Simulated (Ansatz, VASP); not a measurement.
Al: VASP beside Ansatz

```
Al
1.0
     2.85668    0.00000    0.00000
    -1.42834    2.47396    0.00000
     0.00000    0.00000    9.18937
Al
4
Direct
  0.00000 0.00000 0.00000
  0.33333 0.66667 0.25000
  0.00000 0.00000 0.50000
  0.66667 0.33333 0.75000
```

Alike in both runs: task single point; functional PBEsol; dispersion D3(BJ); k mesh 18 × 18 × 6; occupations gaussian, width 0.15 eV; no spin polarisation.

```csv
,VASP,Ansatz
version,VASP 6.6.1,Ansatz 0.2.0
potentials or method,"VASP PAW PBE potentials, release 64 (Al), cutoff 520 eV","scalar-relativistic, plane waves, PAW"
valence electrons in the cell,12,12
```

VASP gave:

| Property | Result |
| --- | --- |
| gap on the k mesh at the Fermi level (eV) | none |
| pressure (GPa) | -3.2 |
| traceless stress, the component that is largest in VASP (GPa) | 1.34 |

Question: Which values does Ansatz return?

Answer: gap on the k mesh at the Fermi level (eV): none; pressure (GPa): -3.3; traceless stress, the component that is largest in VASP (GPa): 1.33.

VASP's potentials were made for PBE, not for PBEsol, and Ansatz warns of the same on its side. A gap of «none» marks a metal or a gap that the smearing closes.
